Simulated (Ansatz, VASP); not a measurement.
# Two plane-wave programs on GaSb

```
CELL_PARAMETERS angstrom
-2.75343 2.75343 1.59071
2.75343 -2.75343 1.59071
2.75343 2.75343 -1.59071
ATOMIC_POSITIONS crystal
Ga 0.25000 0.75000 0.50000
Sb 0.00000 0.00000 0.00000
```

Alike in both runs: task single point; functional BLYP; k mesh 5 × 5 × 5; occupations fermi-dirac, width 0.05 eV; no spin polarisation.

```csv
,VASP,Ansatz
version,VASP 6.6.1,Ansatz 0.2.0
potentials or method,"VASP PAW PBE potentials, release 64 (Ga_d, Sb)","plane waves, norm-conserving potentials"
plane-wave cutoff (eV),500,1088
valence electrons in the cell,18,28
```

VASP gave:

```
pressure (GPa)                                                : 5.5
traceless stress, the component that is largest in VASP (GPa) : -0.20
```

Problem. Which values does Ansatz return?

Solution. Pressure (GPa): 5.3; traceless stress, the component that is largest in VASP (GPa): -0.23.

VASP's potentials were made for PBE, not for BLYP. VASP's potentials hold 18 valence electrons a cell and Ansatz's 28, so a difference there can come from the potentials and not from the codes.

The k mesh is coarse, so the values compare programs but aren't converged. Neither program's run includes spin-orbit coupling.
